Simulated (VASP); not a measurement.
Here is a VASP 6.6.1 calculation.

File INCAR:

```
SYSTEM = H11C2NO4
ALGO = Normal
EDIFF = 1E-5
ENCUT = 440
GGA = PE
GGA_COMPAT = .FALSE.
IBRION = 0
ISIF = 2
ISMEAR = -1
ISYM = 0
IVDW = 12
LANGEVIN_GAMMA = 20 20 20 20
LASPH = .TRUE.
LCHARG = .TRUE.
LREAL = .FALSE.
LWAVE = .FALSE.
MAXMIX = 40
MDALGO = 3
NELM = 120
NELMIN = 4
NSW = 40
POTIM = 0.5
PREC = Normal
RANDOM_SEED = 621605 0 0
SIGMA = 0.05
TEBEG = 400.0
TEEND = 400.0
```

KPOINTS

```
k-points
0
G
  1 1 1
  0 0 0
```

File POSCAR:

```
H11C2NO4
1.0
    5.4914470000      0.0000000000      0.0000000000
    0.0000000000      5.4914470000      0.0000000000
    0.0000000000      0.0000000000      5.4914470000
O H C N
4 11 2 1
Direct
    0.6149086100      0.3993169300      0.9161876200
    0.2873411100      0.6549945800      0.1278783000
    0.9043675100      0.8254669600      0.8892996800
    0.5219407100      1.0746404800      0.3125905800
    0.5599256400      0.3539895600      0.7537312500
    0.4759580900      0.5042464900      0.9896812800
    0.1453440300      0.7190054400      0.0323125900
    0.3602074700      0.8035597000      0.1978129100
    0.9338240300      0.8437872900      0.7156760200
    0.7969542700      0.6781847600      0.8977556300
    0.5771321300      1.1601576100      0.1648803500
    0.6402323100      0.9411357700      0.3383665900
    0.9767512200      0.1075073500      0.4229971600
    1.2336683300      0.2952989100      0.4766594700
    1.0127950500      0.2451399800      0.7181643700
    1.0401346200      0.2723263900      0.5218829300
    0.9043847800      0.4805791400      0.4452102900
    0.7957439600      0.6530678600      0.3886704900
```

Potentials or basis: VASP PAW PBE potentials, release 64 (O, H, C, N).

Launch:

```bash
$ cat potpaw_PBE.64/O/POTCAR potpaw_PBE.64/H/POTCAR potpaw_PBE.64/C/POTCAR potpaw_PBE.64/N/POTCAR > POTCAR
$ mpirun -np 1 vasp_gam > vasp.out
```

Question: Predict the dispersion energy per atom.

Answer: -0.048 eV.

Caveat: the k points lie up to 1.14 Å⁻¹ apart.
